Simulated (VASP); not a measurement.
O: relaxation of cell and atoms with PBE

Crystal: O.

```xyz
1
Lattice="0.0000 1.5183 1.5183 1.5183 0.0000 1.5183 1.5183 1.5183 0.0000" Properties=species:S:1:pos:R:3 pbc="T T T"
O     0.0000    0.0000    0.0000
```

* Program: VASP 6.6.1
* Task: relaxation of cell and atoms
* Functional: PBE
* Potentials or basis: VASP PAW PBE potentials, release 64 (O)
* Cutoff: 600 eV
* k mesh: 19 × 19 × 19
* Occupations: fermi-dirac, width 0.05 eV
* Spin: no spin polarisation
* Target pressure: 26 GPa
* Dipole correction: no
* Further INCAR settings: ALGO = Normal; EDIFF = 1e-07; IBRION = 2; EDIFFG = -0.005; NSW = 60; ISIF = 3

```json
{
 "Relaxed volume": "6.97 Å³/atom",
 "Relaxed cell": "a = 2.144 Å, b = 2.144 Å, c = 2.144 Å, α = 60.00°, β = 60.00°, γ = 60.00°",
 "Space group after relaxing (to 0.1 Å)": "Fm-3m (No. 225)",
 "Energy change on relaxing (the run minimises the enthalpy)": "+4.3 meV/atom",
 "Ionic steps": "3",
 "Pressure after relaxing": "26.0 GPa",
 "Band gap on the k mesh": "zero (bands 3 and 4 overlap by 3.99 eV)"
}
```

Step by step:
```csv
step,energy change (eV),largest force (eV/Å),pressure (GPa),volume (Å³)
1,0.0000,0.0000,25.05,7.00
2,0.0068,0.0000,26.55,6.96
3,0.0043,0.0000,26.00,6.97
```

Final structure:
```cif
data_structure
_symmetry_space_group_name_H-M 'P 1'
_symmetry_Int_Tables_number 1
_cell_length_a 2.1445
_cell_length_b 2.1445
_cell_length_c 2.1445
_cell_angle_alpha 60.000
_cell_angle_beta 60.000
_cell_angle_gamma 60.000
_cell_volume 6.97
loop_
_atom_site_label
_atom_site_type_symbol
_atom_site_fract_x
_atom_site_fract_y
_atom_site_fract_z
_atom_site_occupancy
O1 O 0.00000 0.00000 0.00000 1
```

Levels at points of the mesh, in eV from the Fermi level:
```tsv
k point	band 1	band 2	band 3	band 4	band 5	band 6
(0.00, 0.00, 0.00)	-22.64	2.24	2.24	2.24	20.80	36.30
```

Run time: 14 s on 1 thread of Intel(R) Xeon(R) Platinum 8488C (Sapphire Rapids), with other jobs on the host, peak memory 0.12 GiB.

Caveat: the cell is relaxed towards a set pressure, so the run minimises the enthalpy, not the energy.
